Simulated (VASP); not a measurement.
# Ti (P6_3/mmc) in VASP: further runs

The runs below take Ti through single point, with PBEsol.

Everything below comes from runs of VASP 6.6.1. Logs are shortened: lines on timing, memory, paths and dates and some standing lists are left out, and cuts for length are marked.

### Step 1. The cell of the first run

Symmetry: P6_3/mmc, No. 194, hexagonal system. The conventional cell has a = 3.132 Å, b = 3.132 Å, c = 4.775 Å, α = 90.00°, β = 90.00°, γ = 120.00°. Ti (site symmetry -6m2) has 12 Ti at 3.00 to 3.13 Å within 3.9 Å.

### Step 2. Single point, PBEsol (strain +0.080 along x and y, +0.040 along z)

INCAR reads:

```
SYSTEM = Ti
ALGO = Fast
EDIFF = 1E-6
ENCUT = 520
GGA = PS
ISIF = 2
ISMEAR = 0
LASPH = .True.
LCHARG = .False.
LREAL = .False.
LWAVE = .False.
NBANDS = 19
NELM = 100
PREC = Accurate
SIGMA = 0.15
```

KPOINTS reads:

```
k-points
0
Gamma
  24 24 14
  0 0 0
```

POSCAR reads:

```
Ti
1.0
    3.1324700163      0.0000000000      0.0000000000
   -1.5662350081      2.7127986108      0.0000000000
    0.0000000000      0.0000000000      4.7746300647
Ti
2
Direct
    0.3333333333      0.6666666667      0.2500000000
    0.6666666667      0.3333333333      0.7500000000
```

Potentials or basis: VASP PAW PBE potentials, release 64 (Ti_sv).

On the command line:

```sh
$ cat potpaw_PBE.64/Ti_sv/POTCAR > POTCAR
$ mpirun -np 1 vasp_std > vasp.out
```

OUTCAR:

```text
SYSTEM = Ti
   EDIFF = 1E-6
   ENCUT = 520
   GGA = PS
   ISIF = 2
   ISMEAR = 0
   LASPH = .True.
   LREAL = .False.
   NELM = 100
   PREC = Accurate

 ion  position               nearest neighbor table
   1  0.333  0.667  0.250-
   2  0.667  0.333  0.750-

  LATTYP: Found a hexagonal cell.
 ALAT       =     3.1324700163
 C/A-ratio  =     1.5242380741

  Lattice vectors:

 A1 = (   3.1324700163,   0.0000000000,   0.0000000000)
 A2 = (  -1.5662350081,   2.7127986108,   0.0000000000)
 A3 = (   0.0000000000,   0.0000000000,   4.7746300647)

Analysis of symmetry for initial positions (statically):
=====================================================================
 Subroutine PRICEL returns:
 Original cell was already a primitive cell.

 Routine SETGRP: Setting up the symmetry group for a
 hexagonal supercell.

 Subroutine GETGRP returns: Found 24 space group operations
 (whereof 12 operations were pure point group operations)
 out of a pool of 24 trial point group operations.

The static configuration has the point symmetry D_3d.
 The point group associated with its full space group is D_6h.

Analysis of symmetry for dynamics (positions and initial velocities):
=====================================================================
 Subroutine PRICEL returns:
 Original cell was already a primitive cell.

 Routine SETGRP: Setting up the symmetry group for a
 hexagonal supercell.

 Subroutine GETGRP returns: Found 24 space group operations
 (whereof 12 operations were pure point group operations)
 out of a pool of 24 trial point group operations.

The dynamic configuration has the point symmetry D_3d.
 The point group associated with its full space group is D_6h.

 Subroutine INISYM returns: Found 24 space group operations
 (whereof 12 operations are pure point group operations),
 and found     1 'primitive' translations

----------------------------------------------------------------------------------------

                                     Primitive cell

  volume of cell :      40.5737

  direct lattice vectors                    reciprocal lattice vectors
     3.132470016  0.000000000  0.000000000     0.319236894  0.184311507  0.000000000
    -1.566235008  2.712798611  0.000000000     0.000000000  0.368623014  0.000000000
     0.000000000  0.000000000  4.774630065     0.000000000  0.000000000  0.209440310

  length of vectors
     3.132470016  3.132470016  4.774630065     0.368623014  0.368623014  0.209440310

  position of ions in fractional coordinates (direct lattice)
     0.333333333  0.666666667  0.250000000
     0.666666667  0.333333333  0.750000000

  ion indices of the primitive-cell ions
   primitive index   ion index
                 1           1
                 2           2

----------------------------------------------------------------------------------------

 KPOINTS: k-points

Automatic generation of k-mesh.
 Grid dimensions read from file:
 generate k-points for:   24   24   14

 Generating k-lattice:

  Cartesian coordinates                     Fractional coordinates (reciprocal lattice)
     0.013301537  0.007679646  0.000000000     0.041666667  0.000000000  0.000000000
     0.000000000  0.015359292  0.000000000     0.000000000  0.041666667  0.000000000
     0.000000000  0.000000000  0.014960022     0.000000000  0.000000000  0.071428571

  Length of vectors
     0.015359292  0.015359292  0.014960022

  Shift w.r.t. Gamma in fractional coordinates (k-lattice)
     0.000000000  0.000000000  0.000000000

 Subroutine IBZKPT returns following result:
 ===========================================

 Found    488 irreducible k-points:

 Following reciprocal coordinates:
            Coordinates               Weight
  0.000000  0.000000  0.000000      1.000000
  0.041667  0.000000  0.000000      6.000000
  0.083333  0.000000  0.000000      6.000000
  0.125000 -0.000000  0.000000      6.000000
  0.166667  0.000000  0.000000      6.000000
  0.208333 -0.000000  0.000000      6.000000
[... 16 lines left out ...]
  0.416667  0.041667  0.000000     12.000000
  0.458333  0.041667  0.000000     12.000000
 [... further k-points ...]
   k-points           NKPTS =    488   k-points in BZ     NKDIM =    488   number of bands    NBANDS=     19
   number of dos      NEDOS =    301   number of ions     NIONS =      2
   total plane-waves  NPLWV =  20736
   dimension x,y,z NGX =    24 NGY =   24 NGZ =   36
   dimension x,y,z NGXF=    48 NGYF=   48 NGZF=   72
   ions per type =               2
   NGX,Y,Z   is equivalent  to a cutoff of  12.74, 12.74, 12.53 a.u.
   NGXF,Y,Z  is equivalent  to a cutoff of  25.47, 25.47, 25.07 a.u.
 SYSTEM =  Ti
   PREC   = accura    normal or accurate (medium, high low for compatibility)
   ISTART =      0    job   : 0-new  1-cont  2-samecut
   ICHARG =      2    charge: 1-file 2-atom 10-const
   ISPIN  =      1    spin polarized calculation?
   LNONCOLLINEAR =      F non collinear calculations
   LSORBIT =      F    spin-orbit coupling
   LASPH  =      T    aspherical Exc in radial PAW
   ENCUT  =  520.0 eV  38.22 Ry    6.18 a.u.   5.82  5.82  8.88*2*pi/ulx,y,z
   NELM   =    100;   NELMIN=  2; NELMDL= -5     # of ELM steps
   EDIFF  = 0.1E-05   stopping-criterion for ELM
   LREAL  =      F    real-space projection
   EDIFFG = 0.1E-04   stopping-criterion for IOM
   NSW    =      0    number of steps for IOM
   IBRION =     -1    ionic relax: 0-MD 1-quasi-New 2-CG
   NFREE  =      0    steps in history (QN), initial steepest desc. (CG)
   ISIF   =      2    stress and relaxation
   ISYM   =      2    0-nonsym 1-usesym 2-fastsym
   POTIM  = 0.5000    time-step for ionic-motion
   TEBEG  =    0.0;   TEEND  =   0.0 temperature during run
   PSTRESS=    0.0 pullay stress
   NELECT =      24.0000    total number of electrons
   NUPDOWN=      -1.0000    fix difference up-down
   EMIN   =  10.00;   EMAX   =-10.00  energy-range for DOS
   EFERMI =   0.00;   METHOD = LEGACY
   ISMEAR =     0;   SIGMA  =   0.15  broadening in eV -4-tet -1-fermi 0-gaus
   EFERMI_NEDOS =   21; number of points for ismear=-14 and -15
   IALGO  =     68    algorithm
   IMIX   =      4    mixing-type and parameters
     AMIX     =   0.40;   BMIX     =  1.00
     AMIX_MAG =   1.60;   BMIX_MAG =  1.00
  volume/ion in A,a.u.               =      20.29       136.90
  Fermi-wavevector in a.u.,A,eV,Ry     =   1.374244  2.596945 25.695235  1.888547
  Thomas-Fermi vector in A             =   2.499688
   LORBIT       =      0    0 simple, 1 ext, 2 COOP (PROOUT), +10 PAW based schemes
   GGA     = PS    functional components
   LHFCALC =     F    Hartree Fock is set to
   AEXX    =    0.0000 exact exchange contribution
   IVDW    =     0    specifies the selected vdW correction
   LEPSILON=     F    determine dielectric tensor
   LRPA    =     F    only Hartree local field effects (RPA)
 non-spin polarized calculation
 RMM-DIIS sequential band-by-band and
 Gauss-broadening in eV      SIGMA  =   0.15
  energy-cutoff  :      520.00
  volume of cell :       40.57
 maximum number of plane-waves:      1106
 NGX is ok and might be reduce to    24
   NGX = 11   NGY = 11   NGZ = 17

 number of electron      24.0000003 magnetization

 Free energy of the ion-electron system (eV)
  ---------------------------------------------------
  ext. energy  EPLUGINS =         0.00000000
  ---------------------------------------------------
  free energy    TOTEN  =       -16.26141255 eV

  energy without entropy =      -16.23291150  energy(sigma->0) =      -16.24716202

 E-fermi :   6.6736     XC(G=0): -10.9103

 val. band max:        6.6735396604   @ k =   0.2917   0.2083   0.3571
 cond. band min:       6.6743264905   @ k =   0.1250   0.0833   0.3571
 fundamental gap:      0.0007868301
 Fermi energy:         6.6735900725

 k-point     1 :       0.0000    0.0000    0.0000
  band No.  band energies     occupation
      1     -50.2353      2.00000
      2     -50.1509      2.00000
      3     -26.7985      2.00000
      4     -26.3956      2.00000
      5     -26.3956      2.00000
      6     -26.3335      2.00000
[... 11 lines left out ...]
     18       7.8649      0.00000
     19       9.2578      0.00000

 k-point     2 :       0.0417    0.0000    0.0000
  band No.  band energies     occupation
      1     -50.2345      2.00000
      2     -50.1506      2.00000
      3     -26.7961      2.00000
      4     -26.3996      2.00000
      5     -26.3971      2.00000
      6     -26.3347      2.00000
[... 11 lines left out ...]
     18       7.8428      0.00000
     19       9.2709      0.00000

 k-point     3 :       0.0833    0.0000    0.0000
  band No.  band energies     occupation
      1     -50.2319      2.00000
      2     -50.1500      2.00000
      3     -26.7892      2.00000
      4     -26.4116      2.00000
      5     -26.4015      2.00000
      6     -26.3384      2.00000
[... 11 lines left out ...]
     18       7.8511      0.00000
     19       9.3062      0.00000

 k-point     4 :       0.1250   -0.0000    0.0000
  band No.  band energies     occupation
      1     -50.2278      2.00000
      2     -50.1490      2.00000
      3     -26.7779      2.00000
      4     -26.4308      2.00000
      5     -26.4085      2.00000
      6     -26.3554      2.00000
[... 11 lines left out ...]
     18       7.9641      0.00000
     19       9.3561      0.00000

 k-point     5 :       0.1667    0.0000    0.0000
  band No.  band energies     occupation
      1     -50.2223      2.00000
      2     -50.1479      2.00000
      3     -26.7625      2.00000
      4     -26.4558      2.00000
      5     -26.4173      2.00000
      6     -26.3813      2.00000
[... 11 lines left out ...]
     18       8.1157      0.00000
     19       9.4116      0.00000
[... 334 lines left out ...]
      2     -50.1449      2.00000
      3     -26.6614      2.00000
      4     -26.5921      2.00000
      5     -26.5158      2.00000
      6     -26.4625      2.00000
[... 11 lines left out ...]
     18       9.1915      0.00000
     19       9.6022      0.00000

 k-point    22 :       0.3750    0.0417    0.0000
  band No.  band energies     occupation
      1     -50.1829      2.00000
      2     -50.1456      2.00000
      3     -26.6387      2.00000
      4     -26.6152      2.00000
      5     -26.5356      2.00000
      6     -26.4707      2.00000
[... 11 lines left out ...]
     18       9.4800      0.00000
     19       9.6239      0.00000

 k-point    23 :       0.4167    0.0417    0.0000
  band No.  band energies     occupation
      1     -50.1778      2.00000
      2     -50.1465      2.00000
      3     -26.6315      2.00000
      4     -26.6200      2.00000
      5     -26.5496      2.00000
      6     -26.4763      2.00000
[... 11 lines left out ...]
     18       9.6381      0.00000
     19       9.8125      0.00000

 k-point    24 :       0.4583    0.0417    0.0000
  band No.  band energies     occupation
      1     -50.1749      2.00000
      2     -50.1472      2.00000
      3     -26.6399      2.00000
      4     -26.6089      2.00000
      5     -26.5569      2.00000
      6     -26.4792      2.00000
[... 11 lines left out ...]
     18       9.6451      0.00000
     19      10.1447      0.00000

 [... further k-points ...]
[... 5 lines left out ...]
  --------------------------------------------------------------------------------------
  -------------------------------------------------------------------------------------
  Total       -4.2913778     -4.2913778     -3.6574322     -0.0000000     -0.0000000      0.0000000
  in kB     -169.4584103   -169.4584103   -144.4250952     -0.0000000     -0.0000000      0.0000000
  external PRESSURE =    -161.1139719 kB  Pullay stress =       0.0000000 kB

 VOLUME and BASIS-vectors are now :
 -----------------------------------------------------------------------------
  energy-cutoff  :      520.00
  volume of cell :       40.57
      direct lattice vectors                 reciprocal lattice vectors
     3.132470016  0.000000000  0.000000000     0.319236894  0.184311507  0.000000000
    -1.566235008  2.712798611  0.000000000     0.000000000  0.368623014  0.000000000
     0.000000000  0.000000000  4.774630065     0.000000000  0.000000000  0.209440310

 POSITION                                       TOTAL-FORCE (eV/Angst)
 -----------------------------------------------------------------------------------
     -0.00000      1.80853      1.19366         0.000000     -0.000000      0.000000
      1.56624      0.90427      3.58097        -0.000000      0.000000      0.000000
 -----------------------------------------------------------------------------------
    total drift:                               -0.000000      0.000000     -0.000000

  FREE ENERGIE OF THE ION-ELECTRON SYSTEM (eV)
  ---------------------------------------------------
  free  energy   TOTEN  =       -16.2614125467 eV

  energy  without entropy=      -16.2329114989  energy(sigma->0) =      -16.24716202
```

Run time: 8.3 min. Hardware: 1 thread of AMD EPYC 9R45 (Zen 5), shared host; peak memory 0.36 GiB.

What came out:

```
Free energy            : -16.2614 eV
Pressure               : -16.1 GPa
Band gap on the k mesh : zero (band 12 reaches 7.34 eV, above the bottom of band 13 at 6.35 eV)
```

Stress tensor (GPa, compression positive):
```
-16.95   0.00   0.00
  0.00 -16.95   0.00
  0.00   0.00 -14.44
```

Levels at points of the mesh, in eV from the Fermi level:
```
           k point  band 9  band 10  band 11  band 12  band 13  band 14  band 15  band 16
(0.00, 0.00, 0.00)   -5.81    -2.29     0.64     0.64     0.77     0.95     1.08     1.08
(0.50, 0.00, 0.00)   -2.20    -1.77    -1.45    -0.83     0.27     0.60     1.10     2.62
(0.00, 0.00, 0.50)   -4.06    -4.06     0.21     0.21     0.50     0.50     0.50     0.50
(0.50, 0.00, 0.50)   -2.17    -2.17    -0.60    -0.60     0.97     0.97     1.35     1.35
```

Caveat: the cell differs from its parent crystal (strain +0.080 along x and y, +0.040 along z); the PAW data sets were made with another functional, which shifts forces and pressure a little.

### Step 3. Single point, PBEsol (strain +0.080 along x and y, +0.080 along z)

INCAR reads:

```
PREC = Accurate ; ENCUT = 520
EDIFF = 1E-6 ; ISMEAR = 0
SIGMA = 0.15 ; LREAL = False
LASPH = True ; NELM = 60
ALGO = Fast ; ISIF = 2
LWAVE = False ; LCHARG = False
GGA = PS ; NBANDS = 19
```

KPOINTS reads:

```
Automatic mesh
0
Gamma
  24 24 14
```

Edit POSCAR of step 2 so:

```diff
@@ -4,3 +4,3 @@
    -1.5662350081      2.7127986108      0.0000000000
-    0.0000000000      0.0000000000      4.7746300647
+    0.0000000000      0.0000000000      4.9582696825
 Ti
```

Potentials or basis: VASP PAW PBE potentials, release 64 (Ti_sv).

On the command line:

```sh
$ cat potpaw_PBE.64/Ti_sv/POTCAR > POTCAR
$ mpirun -np 1 vasp_std > vasp.out
```

OUTCAR:

```text
PREC = Accurate
   ENCUT = 520
   EDIFF = 1E-6
   ISMEAR = 0
   LREAL = False
   LASPH = True
   NELM = 60
   ISIF = 2
   GGA = PS

 ion  position               nearest neighbor table
   1  0.333  0.667  0.250-
   2  0.667  0.333  0.750-

  LATTYP: Found a hexagonal cell.
 ALAT       =     3.1324700163
 C/A-ratio  =     1.5828626153

  Lattice vectors:

 A1 = (   3.1324700163,   0.0000000000,   0.0000000000)
 A2 = (  -1.5662350081,   2.7127986108,   0.0000000000)
 A3 = (   0.0000000000,   0.0000000000,   4.9582696825)

[... 189 lines left out ...]
      3     -27.1569      2.00000
      4     -26.8002      2.00000
      5     -26.8002      2.00000
      6     -26.7793      2.00000
[... 505 lines left out ...]
      6     -26.8778      2.00000
[... 11 lines left out ...]
     18       9.0841      0.00000
     19       9.6629      0.00000

 [... further k-points ...]
[... 5 lines left out ...]
  --------------------------------------------------------------------------------------
  -------------------------------------------------------------------------------------
  Total       -4.6957843     -4.6957843     -4.7943041     -0.0000000      0.0000000     -0.0000000
  in kB     -178.5599670   -178.5599670   -182.3062438     -0.0000000      0.0000000     -0.0000000
  external PRESSURE =    -179.8087259 kB  Pullay stress =       0.0000000 kB

 VOLUME and BASIS-vectors are now :
 -----------------------------------------------------------------------------
  energy-cutoff  :      520.00
  volume of cell :       42.13
      direct lattice vectors                 reciprocal lattice vectors
     3.132470016  0.000000000  0.000000000     0.319236894  0.184311507  0.000000000
    -1.566235008  2.712798611  0.000000000     0.000000000  0.368623014  0.000000000
     0.000000000  0.000000000  4.958269683     0.000000000  0.000000000  0.201683261

 POSITION                                       TOTAL-FORCE (eV/Angst)
 -----------------------------------------------------------------------------------
     -0.00000      1.80853      1.23957         0.000000     -0.000000      0.000000
      1.56624      0.90427      3.71870        -0.000000      0.000000      0.000000
 -----------------------------------------------------------------------------------
    total drift:                               -0.000000      0.000000     -0.000000

  FREE ENERGIE OF THE ION-ELECTRON SYSTEM (eV)
  ---------------------------------------------------
  free  energy   TOTEN  =       -16.1016193464 eV

  energy  without entropy=      -16.0717204947  energy(sigma->0) =      -16.08666992
```

stdout:

```text
POSCAR found type information on POSCAR Ti
 POSCAR found :  1 types and       2 ions
 scaLAPACK will be used
 -----------------------------------------------------------------------------
|                                                                             |
|                                                                             |
|     You enforced a specific xc type in the INCAR file but a different       |
[... 33 lines left out ...]
WARNING in EDDRMM: call to ZHEGV failed, returncode =   6  3     10
WARNING in EDDRMM: call to ZHEGV failed, returncode =   6  3      9
WARNING in EDDRMM: call to ZHEGV failed, returncode =   6  3      9
WARNING in EDDRMM: call to ZHEGV failed, returncode =   8  4      3
WARNING in EDDRMM: call to ZHEGV failed, returncode =   8  4     17
WARNING in EDDRMM: call to ZHEGV failed, returncode =   6  3     17
WARNING in EDDRMM: call to ZHEGV failed, returncode =   6  3      9
```

Run time: 9.8 min. Hardware: 1 thread of AMD EPYC 9R45 (Zen 5), shared host; peak memory 0.38 GiB.

Results:

| Quantity | Value |
| --- | --- |
| Free energy | -16.1016 eV |
| Pressure | -18.0 GPa |
| Band gap on the k mesh | zero (band 12 reaches 6.98 eV, above the bottom of band 13 at 6.00 eV) |

Caveat: the cell differs from its parent crystal (strain +0.080 along x and y, +0.080 along z); the PAW data sets were made with another functional, which shifts forces and pressure a little.
